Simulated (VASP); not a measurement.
## Ir: single point with LDA

Ir:

```
CELL_PARAMETERS angstrom
3.81975 0.00000 0.00000
0.00000 3.81975 0.00000
-1.90988 0.00000 1.90028
ATOMIC_POSITIONS crystal
Ir 0.00000 0.00000 0.00000
Ir 0.50000 0.50000 0.00000
```

- Program: VASP 6.6.1
- Task: single point
- Functional: LDA
- Potentials or basis: VASP PAW LDA potentials, release 64 (Ir)
- Cutoff: 500 eV
- k mesh: 9 × 9 × 18
- Occupations: gaussian, width 0.1 eV
- Spin: no spin polarisation

The pressure is 1.7 GPa and the band gap on the k mesh is zero (band 9 reaches 12.22 eV, above the bottom of band 10 at 9.17 eV).

Stress tensor (GPa, compression positive):
```
1.04 0.00 0.00
0.00 1.04 0.00
0.00 0.00 3.09
```

Levels at points of the mesh, in eV from the Fermi level:
```tsv
k point	band 7	band 8	band 9	band 10	band 11	band 12
(0.00, 0.00, 0.00)	-1.28	-1.19	0.91	1.48	1.55	1.70
(0.00, 0.00, 0.50)	1.48	1.52	1.52	1.55	1.70	1.80
```

Run time: 40 s on 1 thread of Intel(R) Xeon(R) Platinum 8481C CPU @ 2.70GHz (Sapphire Rapids), with other jobs on the host, peak memory 0.2 GiB.

Caveat: spin-orbit coupling is left out, which moves the levels of the heavy elements.
